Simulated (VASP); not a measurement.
SiC (Moissanite):

```
Si C
1.0
     3.07600    0.00000    0.00000
    -1.53800    2.66389    0.00000
     0.00000    0.00000    5.04800
Si C
2 2
Cartesian
  0.0000 1.7759 0.0000
  1.5380 0.8880 2.5240
  0.0000 1.7759 1.9435
  1.5380 0.8880 4.4675
```

```yaml
Program: VASP 6.6.1
Task: relaxation of cell and atoms
Functional: PBEsol
Potentials_or_basis: VASP PAW PBE potentials, release 64 (Si, C)
Cutoff: 600 eV
k_mesh: 12 × 12 × 4
Occupations: fermi-dirac, width 0.1 eV
Spin: no spin polarisation
```

At the start: pressure 0.5 GPa; volume 10.34 Å³/atom.

Where does the relaxation end?

Over 7 steps the energy falls by 9.0 meV/atom and the volume is 10.35 Å³/atom (+0.1 %); space group P6_3mc (No. 186, to 0.05 Å).

The path:
```csv
step,energy change (eV),largest force (eV/Å),pressure (GPa),volume (Å³)
1,0.0000,0.7496,0.48,41.36
2,-0.0026,0.6806,-0.52,41.55
3,-0.0329,0.0721,-0.34,41.46
4,-0.0359,0.0154,0.27,41.35
5,-0.0360,0.0041,0.19,41.37
6,-0.0360,0.0049,-0.15,41.43
7,-0.0360,0.0008,0.01,41.40
```

Final structure:
```xyz
4
Lattice="3.0769 0.0000 0.0000 -1.5385 2.6647 0.0000 0.0000 0.0000 5.0493" Properties=species:S:1:pos:R:3 pbc="T T T"
Si    0.0000    1.7765    0.0231
Si    1.5385    0.8882    2.5478
C     0.0000    1.7765    1.9208
C     1.5385    0.8882    4.4455
```

Caveat: the PAW data sets were made with another functional, which shifts forces and pressure a little.
